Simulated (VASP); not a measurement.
Set up this calculation in VASP 6.6.1, as the native input.

```
Task                   : single point
Functional             : LDA
Potentials or basis    : VASP PAW LDA potentials, release 64 (Cd_sv_GW)
Cutoff                 : 630 eV
k mesh                 : 13 × 13 × 6
Occupations            : fermi-dirac, width 0.3 eV
Spin                   : no spin polarisation
Dipole correction      : no
Further INCAR settings : ALGO = Normal; EDIFF = 1e-06; NBANDS = 27
```

The structure of Cd lies in POSCAR:

```
Cd
1.0
    2.8818641727      0.0000000000      0.0000000000
   -1.4409320863      2.4957675838      0.0000000000
    0.0000000000      0.0000000000      5.6383707528
Cd
2
Direct
    0.3333333333      0.6666666667      0.2500000000
    0.6666666667      0.3333333333      0.7500000000
```

One way to write it, as run:

INCAR

```
SYSTEM = Cd
PREC     = Accurate       ! precision mode
ENCUT    = 630            ! plane-wave cutoff, eV
EDIFF    = 1E-6           ! SCF threshold, eV
ISMEAR   = -1             ! smearing method
SIGMA    = 0.3            ! smearing width, eV
LREAL    = .FALSE.        ! projectors in reciprocal space
LASPH    = .TRUE.         ! aspherical terms in the spheres
NELM     = 120            ! most SCF steps
ALGO     = Normal         ! electronic algorithm
ISIF     = 2              ! what is computed and relaxed
LWAVE    = .FALSE.        ! write WAVECAR
LCHARG   = .FALSE.        ! write CHGCAR
NBANDS   = 27             ! bands
GGA_COMPAT= .FALSE.
```

KPOINTS

```
regular mesh
0
G
  13 13 6
  0 0 0
```

Potentials or basis: VASP PAW LDA potentials, release 64 (Cd_sv_GW).

The run is started by

```bash
$ cat potpaw_LDA.64/Cd_sv_GW/POTCAR > POTCAR
$ mpirun -np 1 vasp_std > vasp.out
```

Results of the run:

```json
{
 "Pressure": "0.4 GPa",
 "Band gap on the k mesh": "zero (bands 20 and 21 overlap by 4.68 eV)"
}
```

Caveat: so wide a smearing shifts energies and pressures.

It took 62 s on 1 thread of Intel(R) Xeon(R) Platinum 8259CL CPU @ 2.50GHz (Skylake/Cascade Lake) (shared host), peak memory 0.24 GiB.
